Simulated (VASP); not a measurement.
Ir: single point with LDA

The system is Ir.

```xyz
2
Lattice="2.7594 0.0000 0.0000 -1.3797 2.3897 0.0000 0.0000 0.0000 4.1523" Properties=species:S:1:pos:R:3 pbc="T T T"
Ir    1.3797    0.7966    3.1142
Ir    0.0000    1.5931    1.0381
```

* Program: VASP 6.6.1
* Task: single point
* Functional: LDA
* Potentials or basis: VASP PAW LDA potentials, release 64 (Ir)
* Cutoff: 500 eV
* k mesh: 18 × 18 × 10
* Occupations: gaussian, width 0.15 eV
* Spin: no spin polarisation
* Dipole correction: no
* Further INCAR settings: ALGO = Normal; EDIFF = 1e-06; NBANDS = 16

```
Pressure               : 12.4 GPa
Band gap on the k mesh : zero (band 9 reaches 11.92 eV, above the bottom of band 10 at 8.62 eV)
```

Stress tensor (GPa, compression positive):
```
 2.39  0.00  0.00
 0.00  2.39  0.00
 0.00  0.00 32.57
```

Levels at points of the mesh, in eV from the Fermi level:
```
           k point  band 5  band 6  band 7  band 8  band 9  band 10  band 11  band 12  band 13  band 14
(0.00, 0.00, 0.00)   -3.45   -3.32   -3.32   -3.27   -3.27    -0.09     0.19     0.19     8.38    13.77
(0.50, 0.00, 0.00)   -3.96   -3.37   -2.72    0.16    0.82     1.36     2.78     4.14     8.73    10.64
(0.00, 0.00, 0.50)   -4.58   -4.58   -4.37   -4.37   -0.48    -0.48    -0.48    -0.48    13.45    13.45
(0.50, 0.00, 0.50)   -2.69   -2.69   -1.15   -1.15    0.58     0.58     1.97     1.97     7.78     7.78
```

Run time: 52 s on 1 thread of Intel(R) Xeon(R) Platinum 8488C (Sapphire Rapids), on a shared host, peak memory 0.18 GiB.

Caveat: spin-orbit coupling is left out, which moves the levels of the heavy elements.
